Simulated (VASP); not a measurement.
**Li32Cl31 (a cell with a defect): single point with PBEsol**

The system is Li32Cl31 (a cell with a defect).

```
Cl Li
1.0
    10.13271    0.00000    0.00000
     0.00000   10.13271    0.00000
     0.00000    0.00000   10.13271
Cl Li
31 32
Cartesian
  2.5331 0.0014 0.0002
  2.5328 0.0015 5.0662
  2.5328 5.0669 0.0003
  7.5992 0.0025 0.0002
  7.5994 0.0022 5.0662
  7.5992 5.0680 10.1326
  7.5990 5.0690 5.0666
  0.0119 2.5473 0.0015
  0.0551 2.5911 5.0672
  0.0119 7.5881 0.0003
  0.0557 7.5456 5.0664
  5.0532 2.5481 0.0004
  5.0104 2.5908 5.0663
  5.0537 7.5887 10.1317
  5.0110 7.5463 5.0655
  0.0125 0.0017 2.5467
  0.0124 0.0028 7.5872
  0.0549 5.0672 2.5888
  0.0541 5.0690 7.5455
  5.0534 0.0018 2.5454
  5.0530 0.0021 7.5865
  5.0111 5.0685 2.5881
  5.0098 5.0687 7.5441
  2.5330 2.5897 2.5895
  2.5326 2.5909 7.5440
  2.5332 7.5451 2.5879
  2.5328 7.5466 7.5439
  7.5989 2.5480 2.5465
  7.5987 2.5483 7.5866
  7.5999 7.5888 2.5462
  7.5991 7.5899 7.5863
  10.1196 0.0019 10.1318
  10.1075 0.0046 5.0678
  10.1065 5.0677 0.0055
  9.9145 5.0691 5.0682
  5.0777 0.0030 10.1305
  5.0920 10.1295 5.0640
  5.0933 5.0691 10.1307
  5.2832 5.0663 5.0650
  2.5324 2.5079 0.0038
  2.5332 2.3174 5.0693
  2.5325 7.6256 10.1316
  2.5326 7.8188 5.0665
  7.5971 2.5250 0.0028
  7.5997 2.5097 5.0668
  7.5986 7.6141 10.1310
  7.5999 7.6287 5.0659
  2.5331 10.1321 2.5077
  2.5332 0.0017 7.6264
  2.5336 5.0663 2.3160
  2.5309 5.0695 7.8176
  7.6004 0.0031 2.5213
  7.5976 0.0080 7.6112
  7.5997 5.0688 2.5070
  7.5994 5.0714 7.6247
  10.1267 2.5274 2.5301
  10.1266 2.5330 7.6089
  10.1265 7.6061 2.5285
  10.1263 7.6092 7.6053
  5.0695 2.5284 2.5281
  5.0705 2.5308 7.6045
  5.0719 7.6063 2.5242
  5.0726 7.6068 7.6020
```

| Item | Value |
| --- | --- |
| Program | VASP 6.6.1 |
| Task | single point |
| Functional | PBEsol |
| Potentials or basis | VASP PAW PBE potentials, release 64 (Cl, Li_sv) |
| Cutoff | 520 eV |
| k mesh | 1 × 1 × 1, shifted |
| Occupations | fermi-dirac, width 0.05 eV |
| Spin | no spin polarisation |
| Dipole correction | no |
| Charge | 1 |
| Further INCAR settings | LREAL = Auto; ALGO = Normal; EDIFF = 1e-07; NBANDS = 194; ISYM = 0; NELECT = 312.0 |

- Largest force: 0.007 eV/Å

Forces on the atoms (eV/Å):
```
Cl  -0.001 -0.001  0.000
Cl   0.001  0.000  0.001
Cl   0.000  0.002  0.001
Cl  -0.001 -0.001 -0.001
Cl   0.000  0.000  0.000
Cl   0.000  0.001  0.000
Cl   0.000 -0.002  0.000
Cl   0.003  0.004  0.000
Cl   0.000  0.000  0.001
Cl   0.004 -0.002  0.000
Cl   0.000  0.001  0.001
Cl  -0.003  0.002 -0.001
Cl   0.000 -0.002  0.000
Cl  -0.004 -0.003  0.000
Cl  -0.002 -0.002  0.000
Cl   0.004 -0.001  0.002
Cl   0.003  0.001 -0.003
Cl   0.001  0.001  0.002
Cl   0.001  0.001 -0.001
Cl  -0.003 -0.001  0.002
Cl  -0.003  0.000 -0.004
Cl  -0.001 -0.001  0.000
Cl   0.001  0.001 -0.002
Cl  -0.001  0.000  0.000
Cl  -0.001  0.000  0.003
Cl  -0.001  0.000  0.001
Cl   0.000 -0.001  0.001
Cl   0.000  0.003  0.003
Cl   0.000  0.005  0.000
Cl  -0.002 -0.003  0.001
Cl   0.000 -0.002 -0.003
Li   0.000  0.000  0.002
Li  -0.006 -0.002 -0.001
Li  -0.005  0.001 -0.004
Li   0.000  0.000  0.000
Li   0.002 -0.001  0.001
Li   0.005  0.004  0.002
Li   0.002 -0.001  0.001
Li   0.001  0.002  0.000
Li   0.000 -0.004 -0.003
Li   0.000 -0.001 -0.002
Li   0.000  0.006  0.001
Li   0.000  0.000 -0.001
Li   0.002 -0.004 -0.002
Li  -0.001 -0.005  0.000
Li   0.001  0.000  0.002
Li   0.000  0.003  0.000
Li   0.000  0.001 -0.005
Li  -0.001  0.001  0.003
Li   0.000  0.002  0.001
Li   0.001 -0.001  0.000
Li  -0.001 -0.001 -0.002
Li   0.001 -0.004  0.002
Li  -0.001  0.000 -0.004
Li   0.000 -0.002  0.005
Li   0.000  0.002  0.000
Li   0.001 -0.001 -0.003
Li   0.001  0.001 -0.001
Li   0.000 -0.001  0.000
Li   0.002  0.002  0.001
Li   0.000  0.001  0.000
Li   0.000  0.000  0.003
Li  -0.001  0.001  0.002
```

Levels at points of the mesh, in eV from the Fermi level:
| k point | band 153 | band 154 | band 155 | band 156 | band 157 | band 158 | band 159 | band 160 |
| --- | --- | --- | --- | --- | --- | --- | --- | --- |
| (0.25, 0.25, 0.25) | -1.32 | -1.30 | -1.25 | -1.25 | 4.21 | 5.61 | 5.81 | 5.92 |

It took 56 min on 1 thread of Intel Xeon 8259CL, with other jobs on the host, peak memory 1.2 GiB.

Caveat: the cell carries a net charge on a neutralising background, which shifts energy and pressure; the cell is charged against a uniform background, so pressure and absolute levels hang on convention; the PAW data sets were made with another functional, which shifts forces and pressure a little.
